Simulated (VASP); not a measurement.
Runs of VASP 6.6.1 on ScHO2. The structure is that of space group R-3m (No. 166), or close to it. The cells are those of the table. 

```csv
cell,gap on the mesh (eV),pressure (GPa),largest force (eV/Å)
"a = 4.965 Å, angles 38.5°, 4 atoms",(b),-10.1,0.24
"a = 4.917 Å, angles 38.5°, 4 atoms",3.89,-6.2,0.20
"a = 5.012 Å, angles 38.5°, 4 atoms",(c),(a),0.28
"a = 4.867 Å, angles 38.5°, 4 atoms",3.95,-1.5,0.15
"a = 4.817 Å, angles 38.5°, 4 atoms",4.02,3.8,0.09
```

Alike in all rows: task single point; level PBEsol; potentials or basis VASP PAW PBE potentials, release 64 (Sc_sv, H, O); no spin polarisation; k mesh 8 × 8 × 8; cutoff (eV) 520; smearing gaussian 0.01 eV.

Estimate the missing entries.

(a) -13.4; (b) 3.82; (c) 3.75.

Caveats: the PAW data sets were made with another functional, which shifts forces and pressure a little.

A k mesh can miss the band edges.
